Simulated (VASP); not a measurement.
# MgO (P1) in VASP: notebook

The runs below take MgO through single point, with PBEsol.

Everything below comes from runs of VASP 6.6.1. Logs are shortened: lines on timing, memory, paths and dates and some standing lists are left out, and cuts for length are marked.

## Step 1: The cell of the first run

The typed cell holds 8 atoms: a = 3.255 Å, b = 3.255 Å, c = 10.415 Å, α = 90.00°, β = 90.00°, γ = 120.00°.

## Step 2: Single point, PBEsol (atom 6 (O) moved by -0.520 Å along [1 0 0] and +0.260 Å along [0 0 1])

File INCAR:

```
SYSTEM = MgO
PREC     = Accurate       ! precision mode
ENCUT    = 520            ! plane-wave cutoff, eV
EDIFF    = 1E-6           ! SCF threshold, eV
ISMEAR   = 0              ! smearing method
SIGMA    = 0.05           ! smearing width, eV
LREAL    = .False.        ! projectors in reciprocal space
LASPH    = .True.         ! aspherical terms in the spheres
NELM     = 100            ! most SCF steps
ALGO     = Normal         ! electronic algorithm
ISIF     = 2              ! what is computed and relaxed
LWAVE    = .False.        ! write WAVECAR
LCHARG   = .True.         ! write CHGCAR
GGA      = PS             ! functional
LELF     = .True.         ! ELF
LVHAR    = .True.       
NBANDS   = 26             ! bands
```

File KPOINTS:

```
Automatic mesh
0
Gamma
  9 9 4
  0 0 0
```

File POSCAR:

```
MgO
1.0
    3.2553371795      0.0000000000      0.0000000000
   -1.6276685897      2.8192046953      0.0000000000
    0.0000000000      0.0000000000     10.4149514991
Mg O
4 4
Direct
    0.3333333333      0.6666666667      0.9695963559
    0.0000000000      0.0000000000      0.2209473890
    0.0000000000      0.0000000000      0.7209473890
    0.6666666667      0.3333333333      0.4695963559
    0.3333333333      0.6666666667      0.7799156657
   -0.1597376773      0.0000000000      0.5545028799
    0.0000000000      0.0000000000      0.0295387694
    0.6666666667      0.3333333333      0.2799156657
```

Potentials or basis: VASP PAW PBE potentials, release 64 (Mg, O).

Command:

```
cat potpaw_PBE.64/Mg/POTCAR potpaw_PBE.64/O/POTCAR > POTCAR
mpirun -np 1 vasp_std > vasp.out
```

OUTCAR:

```text
SYSTEM = MgO
   PREC = Accurate
   ENCUT = 520
   EDIFF = 1E-6
   ISMEAR = 0
   LREAL = .False.
   LASPH = .True.
   NELM = 100
   ISIF = 2
   GGA = PS

 ion  position               nearest neighbor table
   1  0.333  0.667  0.970-   5 1.98   7 1.98   7 1.98   7 1.98   3 3.20   3 3.20   3 3.20   2 3.22
                             2 3.22   2 3.22
   2  0.000  0.000  0.221-   8 1.98   8 1.98   8 1.98   7 1.99   4 3.20   4 3.20   4 3.20   1 3.22
                             1 3.22   1 3.22
   3  0.000  0.000  0.721-   6 1.81   5 1.98   5 1.98   5 1.98   1 3.20   1 3.20   1 3.20   4 3.22
                             4 3.22   4 3.22
   4  0.667  0.333  0.470-   6 1.70   8 1.98   6 2.14   6 2.51   2 3.20   2 3.20   2 3.20   3 3.22
                             3 3.22   3 3.22
   5  0.333  0.667  0.780-   1 1.98   3 1.98   3 1.98   3 1.98
   6  0.840  0.000  0.555-   4 1.70   3 1.81   4 2.14   4 2.51
   7  0.000  0.000  0.030-   1 1.98   1 1.98   1 1.98   2 1.99
   8  0.667  0.333  0.280-   4 1.98   2 1.98   2 1.98   2 1.98

  LATTYP: Found a hexagonal cell.
 ALAT       =     3.2553371795
 C/A-ratio  =     3.1993464655

  Lattice vectors:

 A1 = (   3.2553371795,   0.0000000000,   0.0000000000)
 A2 = (  -1.6276685897,   2.8192046953,   0.0000000000)
 A3 = (   0.0000000000,   0.0000000000,  10.4149514991)

Analysis of symmetry for initial positions (statically):
=====================================================================
 Subroutine PRICEL returns:
 Original cell was already a primitive cell.

 Routine SETGRP: Setting up the symmetry group for a
 hexagonal supercell.

 Subroutine GETGRP returns: Found  1 space group operations
 (whereof  1 operations were pure point group operations)
 out of a pool of 24 trial point group operations.

The static configuration has the point symmetry C_1 .

Analysis of symmetry for dynamics (positions and initial velocities):
=====================================================================
 Subroutine PRICEL returns:
 Original cell was already a primitive cell.

 Routine SETGRP: Setting up the symmetry group for a
 hexagonal supercell.

 Subroutine GETGRP returns: Found  1 space group operations
 (whereof  1 operations were pure point group operations)
 out of a pool of 24 trial point group operations.

The dynamic configuration has the point symmetry C_1 .

 Subroutine INISYM returns: Found  1 space group operations
 (whereof  1 operations are pure point group operations),
 and found     1 'primitive' translations

----------------------------------------------------------------------------------------

                                     Primitive cell

  volume of cell :      95.5828

  direct lattice vectors                    reciprocal lattice vectors
     3.255337180  0.000000000  0.000000000     0.307187841  0.177354983  0.000000000
    -1.627668590  2.819204695  0.000000000     0.000000000  0.354709965  0.000000000
     0.000000000  0.000000000 10.414951499     0.000000000  0.000000000  0.096015810

  length of vectors
     3.255337180  3.255337179 10.414951499     0.354709965  0.354709965  0.096015810

  position of ions in fractional coordinates (direct lattice)
     0.333333333  0.666666667  0.969596356
     0.000000000  0.000000000  0.220947389
     0.000000000  0.000000000  0.720947389
     0.666666667  0.333333333  0.469596356
     0.333333333  0.666666667  0.779915666
     0.840262323  0.000000000  0.554502880
     0.000000000  0.000000000  0.029538769
     0.666666667  0.333333333  0.279915666

  ion indices of the primitive-cell ions
   primitive index   ion index
                 1           1
                 2           2
                 3           3
                 4           4
                 5           5
                 6           6
                 7           7
                 8           8

----------------------------------------------------------------------------------------

 KPOINTS: Automatic mesh

Automatic generation of k-mesh.
 Grid dimensions read from file:
 generate k-points for:    9    9    4

 Generating k-lattice:

  Cartesian coordinates                     Fractional coordinates (reciprocal lattice)
     0.034131982  0.019706109  0.000000000     0.111111111  0.000000000  0.000000000
     0.000000000  0.039412218  0.000000000     0.000000000  0.111111111  0.000000000
     0.000000000  0.000000000  0.024003952     0.000000000  0.000000000  0.250000000

  Length of vectors
     0.039412218  0.039412218  0.024003952

  Shift w.r.t. Gamma in fractional coordinates (k-lattice)
     0.000000000  0.000000000  0.000000000

 Subroutine IBZKPT returns following result:
 ===========================================

 Found    163 irreducible k-points:

 Following reciprocal coordinates:
            Coordinates               Weight
  0.000000  0.000000  0.000000      1.000000
  0.111111  0.000000  0.000000      2.000000
  0.000000  0.111111  0.000000      2.000000
 -0.111111  0.111111  0.000000      2.000000
  0.222222 -0.000000  0.000000      2.000000
  0.000000  0.222222  0.000000      2.000000
[... 16 lines left out ...]
  0.333333  0.111111  0.000000      2.000000
 -0.111111  0.444444  0.000000      2.000000
 [... further k-points ...]
   k-points           NKPTS =    163   k-points in BZ     NKDIM =    163   number of bands    NBANDS=     26
   number of dos      NEDOS =    301   number of ions     NIONS =      8
   total plane-waves  NPLWV =  46080
   dimension x,y,z NGX =    24 NGY =   24 NGZ =   80
   dimension x,y,z NGXF=    48 NGYF=   48 NGZF=  160
   ions per type =               4   4
   NGX,Y,Z   is equivalent  to a cutoff of  12.26, 12.26, 12.77 a.u.
   NGXF,Y,Z  is equivalent  to a cutoff of  24.51, 24.51, 25.54 a.u.
 SYSTEM =  MgO
   PREC   = accura    normal or accurate (medium, high low for compatibility)
   ISTART =      0    job   : 0-new  1-cont  2-samecut
   ICHARG =      2    charge: 1-file 2-atom 10-const
   ISPIN  =      1    spin polarized calculation?
   LNONCOLLINEAR =      F non collinear calculations
   LSORBIT =      F    spin-orbit coupling
   LASPH  =      T    aspherical Exc in radial PAW
   ENCUT  =  520.0 eV  38.22 Ry    6.18 a.u.   6.05  6.05 19.36*2*pi/ulx,y,z
   NELM   =    100;   NELMIN=  2; NELMDL= -5     # of ELM steps
   EDIFF  = 0.1E-05   stopping-criterion for ELM
   LREAL  =      F    real-space projection
   EDIFFG = 0.1E-04   stopping-criterion for IOM
   NSW    =      0    number of steps for IOM
   IBRION =     -1    ionic relax: 0-MD 1-quasi-New 2-CG
   NFREE  =      0    steps in history (QN), initial steepest desc. (CG)
   ISIF   =      2    stress and relaxation
   ISYM   =      2    0-nonsym 1-usesym 2-fastsym
   POTIM  = 0.5000    time-step for ionic-motion
   TEBEG  =    0.0;   TEEND  =   0.0 temperature during run
   PSTRESS=    0.0 pullay stress
   NELECT =      32.0000    total number of electrons
   NUPDOWN=      -1.0000    fix difference up-down
   EMIN   =  10.00;   EMAX   =-10.00  energy-range for DOS
   EFERMI =   0.00;   METHOD = LEGACY
   ISMEAR =     0;   SIGMA  =   0.05  broadening in eV -4-tet -1-fermi 0-gaus
   EFERMI_NEDOS =   21; number of points for ismear=-14 and -15
   IALGO  =     38    algorithm
   IMIX   =      4    mixing-type and parameters
     AMIX     =   0.40;   BMIX     =  1.00
     AMIX_MAG =   1.60;   BMIX_MAG =  1.00
  volume/ion in A,a.u.               =      11.95        80.63
  Fermi-wavevector in a.u.,A,eV,Ry     =   1.136750  2.148146 17.581449  1.292200
  Thomas-Fermi vector in A             =   2.273455
   LORBIT       =      0    0 simple, 1 ext, 2 COOP (PROOUT), +10 PAW based schemes
   GGA     = PS    functional components
   LHFCALC =     F    Hartree Fock is set to
   AEXX    =    0.0000 exact exchange contribution
   IVDW    =     0    specifies the selected vdW correction
   LEPSILON=     F    determine dielectric tensor
   LRPA    =     F    only Hartree local field effects (RPA)
 non-spin polarized calculation
 Gauss-broadening in eV      SIGMA  =   0.05
  energy-cutoff  :      520.00
  volume of cell :       95.58
 maximum number of plane-waves:      2616
   NGX = 13   NGY = 13   NGZ = 39

 number of electron      32.0000016 magnetization

 Free energy of the ion-electron system (eV)
  ---------------------------------------------------
  ext. energy  EPLUGINS =         0.00000000
  ---------------------------------------------------
  free energy    TOTEN  =       -47.61701074 eV

  energy without entropy =      -47.61701074  energy(sigma->0) =      -47.61701074

 E-fermi :   1.7311     XC(G=0):  -9.9241

 val. band max:        1.4356526311   @ k =   0.0000   0.0000   0.0000
 cond. band min:       3.8149668072   @ k =   0.0000   0.0000   0.0000
 fundamental gap:      2.3793141761
 Fermi energy:         1.7311356860

 k-point     1 :       0.0000    0.0000    0.0000
  band No.  band energies     occupation
      1     -15.6580      2.00000
      2     -14.8510      2.00000
      3     -14.8019      2.00000
      4     -13.9101      2.00000
      5      -2.6390      2.00000
      6      -1.2533      2.00000
[... 18 lines left out ...]
     25      14.9549      0.00000
     26      15.6502      0.00000

 k-point     2 :       0.1111    0.0000    0.0000
  band No.  band energies     occupation
      1     -15.6054      2.00000
      2     -14.7991      2.00000
      3     -14.7556      2.00000
      4     -13.8750      2.00000
      5      -2.5227      2.00000
      6      -1.3386      2.00000
[... 18 lines left out ...]
     25      14.6198      0.00000
     26      14.9884      0.00000

 k-point     3 :       0.0000    0.1111    0.0000
  band No.  band energies     occupation
      1     -15.6051      2.00000
      2     -14.7999      2.00000
      3     -14.7549      2.00000
      4     -13.8738      2.00000
      5      -2.5219      2.00000
      6      -1.3423      2.00000
[... 572 lines left out ...]
 k-point    23 :       0.3333    0.1111    0.0000
  band No.  band energies     occupation
      1     -15.2252      2.00000
      2     -14.4295      2.00000
      3     -14.4079      2.00000
      4     -13.6312      2.00000
      5      -2.5294      2.00000
      6      -1.9547      2.00000
[... 18 lines left out ...]
     25      13.2358      0.00000
     26      13.5928      0.00000

 k-point    24 :      -0.1111    0.4444    0.0000
  band No.  band energies     occupation
      1     -15.2218      2.00000
      2     -14.4337      2.00000
      3     -14.4102      2.00000
      4     -13.6149      2.00000
      5      -2.5236      2.00000
      6      -1.9893      2.00000
[... 18 lines left out ...]
     25      12.9862      0.00000
     26      13.9024      0.00000

 [... further k-points ...]
[... 5 lines left out ...]
  --------------------------------------------------------------------------------------
  -------------------------------------------------------------------------------------
  Total        2.1199757      1.3097073      4.7100472     -2.0124227     -2.8566206      3.5944648
  in kB       35.5354342     21.9535621     78.9507032    -33.7326105    -47.8832148     60.2510999
  external PRESSURE =      45.4798998 kB  Pullay stress =       0.0000000 kB

 VOLUME and BASIS-vectors are now :
 -----------------------------------------------------------------------------
  energy-cutoff  :      520.00
  volume of cell :       95.58
      direct lattice vectors                 reciprocal lattice vectors
     3.255337180  0.000000000  0.000000000     0.307187841  0.177354983  0.000000000
    -1.627668590  2.819204695  0.000000000     0.000000000  0.354709965  0.000000000
     0.000000000  0.000000000 10.414951499     0.000000000  0.000000000  0.096015810

 POSITION                                       TOTAL-FORCE (eV/Angst)
 -----------------------------------------------------------------------------------
     -0.00000      1.87947     10.09830        -0.004009     -0.003316     -0.540203
      0.00000      0.00000      2.30116        -0.028052     -0.000179     -0.584187
      0.00000      0.00000      7.50863         0.330520     -0.000236      1.919871
      1.62767      0.93973      4.89082        -3.518309      2.790169     -0.820581
     -0.00000      1.87947      8.12278        -0.149808     -0.116042      0.695183
      2.73534      0.00000      5.77512         3.432917     -2.701892     -1.738429
      0.00000      0.00000      0.30764         0.001233     -0.000870      0.560641
      1.62767      0.93973      2.91531        -0.064492      0.032366      0.507705
 -----------------------------------------------------------------------------------
    total drift:                               -0.000252      0.000095     -0.001655

  FREE ENERGIE OF THE ION-ELECTRON SYSTEM (eV)
  ---------------------------------------------------
  free  energy   TOTEN  =       -47.6170107416 eV

  energy  without entropy=      -47.6170107416  energy(sigma->0) =      -47.61701074
```

Wall time 6.3 min (1 thread of Intel Xeon Platinum 8488C (Sapphire Rapids), shared host); peak memory 0.43 GiB.

Results:

```yaml
Free_energy: -47.6170 eV
Pressure: 4.5 GPa
Largest_force: 4.702 eV/Å
Band_gap_on_the_k_mesh: 2.38 eV, direct
```

Forces in eV/Å, atoms in the order of the input:
```
Mg  -0.004 -0.003 -0.540
Mg  -0.028  0.000 -0.584
Mg   0.331  0.000  1.920
Mg  -3.518  2.790 -0.821
O   -0.150 -0.116  0.695
O    3.433 -2.702 -1.738
O    0.001 -0.001  0.561
O   -0.064  0.032  0.508
```

Stress tensor (GPa, compression positive):
```
 3.55 -3.37  6.03
-3.37  2.20 -4.79
 6.03 -4.79  7.90
```

Levels at points of the mesh, in eV from the valence-band top:
| k point | band 13 | band 14 | band 15 | band 16 | band 17 | band 18 | band 19 | band 20 |
| --- | --- | --- | --- | --- | --- | --- | --- | --- |
| (0.00, 0.00, 0.00) | -0.65 | -0.42 | -0.17 | 0.00 | 2.38 | 4.82 | 5.20 | 7.69 |
| (0.00, 0.00, 0.50) | -0.93 | -0.47 | -0.17 | -0.02 | 2.86 | 3.86 | 6.50 | 6.62 |

Caveat: the cell differs from its parent crystal (atom 6 (O) moved by -0.520 Å along [1 0 0] and +0.260 Å along [0 0 1]); the PAW data sets were made with another functional, which shifts forces and pressure a little.

## Step 3: Single point, PBEsol (atom 6 (O) moved by -0.520 Å along [1 0 0] and +0.000 Å along [0 0 1])

File INCAR:

```
PREC     = Accurate       # precision mode
ENCUT    = 520            # plane-wave cutoff, eV
EDIFF    = 1E-6           # SCF threshold, eV
ISMEAR   = 0              # smearing method
SIGMA    = 0.05           # smearing width, eV
LREAL    = F              # projectors in reciprocal space
LASPH    = T              # aspherical terms in the spheres
NELM     = 60             # most SCF steps
ALGO     = Normal         # electronic algorithm
ISIF     = 2              # what is computed and relaxed
LWAVE    = F              # write WAVECAR
LCHARG   = F              # write CHGCAR
GGA      = PS             # functional
NBANDS   = 26             # bands
```

File KPOINTS:

```
regular mesh
0
Gamma
  9 9 4
```

POSCAR: that of step 2 with these lines changed.

```diff
@@ -13,3 +13,3 @@
     0.3333333333      0.6666666667      0.7799156657
-   -0.1597376773      0.0000000000      0.5545028799
+   -0.1597376773      0.0000000000      0.5295387694
     0.0000000000      0.0000000000      0.0295387694
```

Potentials or basis: VASP PAW PBE potentials, release 64 (Mg, O).

Command:

```
cat potpaw_PBE.64/Mg/POTCAR potpaw_PBE.64/O/POTCAR > POTCAR
mpirun -np 1 vasp_std > vasp.out
```

It took 5.2 min on 1 thread of Intel Xeon Platinum 8488C (Sapphire Rapids), shared host; peak memory 0.42 GiB.

Results (log left out):

| Item | Value |
| --- | --- |
| Free energy | -47.2750 eV |
| Pressure | 6.3 GPa |
| Largest force | 10.315 eV/Å |
| Band gap on the k mesh | 3.13 eV, direct |

Forces on the atoms (eV/Å):
```
Mg  -0.003 -0.003 -0.016
Mg  -0.043  0.000 -0.050
Mg  -0.311 -0.003 -0.311
Mg  -7.215  5.678 -3.465
O   -0.095 -0.076  0.084
O    7.773 -5.650  3.750
O    0.001  0.000  0.024
O   -0.107  0.054 -0.015
```

Stress tensor (GPa, compression positive):
```
 8.95 -9.78  6.76
-9.78  6.98 -6.55
 6.76 -6.55  2.97
```

Levels at points of the mesh, in eV from the valence-band top:
```tsv
k point	band 13	band 14	band 15	band 16	band 17	band 18	band 19	band 20
(0.00, 0.00, 0.00)	-0.42	-0.41	-0.29	0.00	3.13	5.47	5.55	8.21
(0.00, 0.00, 0.50)	-0.50	-0.42	-0.40	-0.05	3.88	4.05	7.01	7.13
```

Caveat: the cell differs from its parent crystal (atom 6 (O) moved by -0.520 Å along [1 0 0] and +0.000 Å along [0 0 1]); the PAW data sets were made with another functional, which shifts forces and pressure a little. A k mesh can miss the band edges.

## Step 4: Single point, PBEsol (atom 6 (O) moved by -0.260 Å along [1 0 0] and -0.650 Å along [0 0 1])

File INCAR:

```
ALGO     = Normal         # electronic algorithm
EDIFF    = 1E-7           # SCF threshold, eV
ENCUT    = 520            # plane-wave cutoff, eV
GGA      = PS             # functional
ISIF     = 2              # what is computed and relaxed
ISMEAR   = 0              # smearing method
LASPH    = T              # aspherical terms in the spheres
LCHARG   = F              # write CHGCAR
LREAL    = F              # projectors in reciprocal space
LWAVE    = F              # write WAVECAR
NBANDS   = 26             # bands
NELM     = 60             # most SCF steps
PREC     = Accurate       # precision mode
SIGMA    = 0.05           # smearing width, eV
```

File KPOINTS:

```
k-points
0
Gamma
  9 9 4
```

POSCAR: that of step 3 with these lines changed.

```diff
@@ -13,3 +13,3 @@
     0.3333333333      0.6666666667      0.7799156657
-   -0.1597376773      0.0000000000      0.5295387694
+   -0.0798688387      0.0000000000      0.4671284932
     0.0000000000      0.0000000000      0.0295387694
```

Command:

```
cat potpaw_PBE.64/Mg/POTCAR potpaw_PBE.64/O/POTCAR > POTCAR
mpirun -np 1 vasp_std > vasp.out
```

Run time: 5.8 min. Hardware: 1 thread of Intel Xeon Platinum 8259CL at 2.50GHz (Skylake/Cascade Lake), shared host; peak memory 0.43 GiB.

Results (log left out):

| Item | Value |
| --- | --- |
| Free energy | -46.5473 eV |
| Pressure | 5.9 GPa |
| Largest force | 7.297 eV/Å |
| Band gap on the k mesh | 0.92 eV, indirect (the least direct gap lies 0.4 meV higher) |

Forces on the atoms (eV/Å):
```
Mg  -0.001  0.000  1.103
Mg  -0.038 -0.001  1.206
Mg  -0.138  0.001  0.012
Mg  -5.246  2.402 -2.550
O   -0.018 -0.007 -1.022
O    5.635 -2.432  3.947
O    0.002  0.000 -1.116
O   -0.196  0.038 -1.579
```

Stress tensor (GPa, compression positive):
```
10.67 -8.62 -0.16
-8.62  8.32 -0.06
-0.16 -0.06 -1.36
```

Levels at points of the mesh, in eV from the valence-band top:
```
           k point  band 14  band 15  band 16  band 17  band 18  band 19
(0.00, 0.00, 0.00)    -0.75    -0.07     0.00     0.92     3.81     4.84
(0.00, 0.00, 0.50)    -1.24    -0.07     0.00     1.42     3.17     5.63
```

Caveat: the cell differs from its parent crystal (atom 6 (O) moved by -0.260 Å along [1 0 0] and -0.650 Å along [0 0 1]); the PAW data sets were made with another functional, which shifts forces and pressure a little. A k mesh can miss the band edges.

[end of part 1 of 2]
